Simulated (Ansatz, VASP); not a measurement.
## Ta in VASP and in Ansatz

```
Ta
1.0
     0.00000    2.96696    2.96696
     2.96696    0.00000    2.96696
     2.96696    2.96696    0.00000
Ta
2
Direct
  0.12500 0.12500 0.12500
  0.87500 0.87500 0.87500
```

Alike in both runs: task single point; functional LDA; k mesh 9 × 9 × 9; occupations fermi-dirac, width 0.1 eV; non-collinear spin, spin-orbit coupling.

```csv
,VASP,Ansatz
version,VASP 6.6.1,Ansatz 0.2.0
potentials or method,"VASP PAW LDA potentials, release 64 (Ta_pv), cutoff 520 eV","plane waves (420 eV) with PAW, fully relativistic with spin-orbit coupling"
valence electrons in the cell,22,26
```

```csv
,VASP,Ansatz,Ansatz less VASP
net moment per atom (μB),0.00,0.00,0.000
```

Ansatz warns that its potentials were made for another functional, while VASP's fit it. LDA's correlation is that of Perdew and Zunger in VASP and of Perdew and Wang (1992) in Ansatz. VASP's potentials hold 22 valence electrons a cell and Ansatz's 26, so a difference there can come from the potentials and not from the codes.
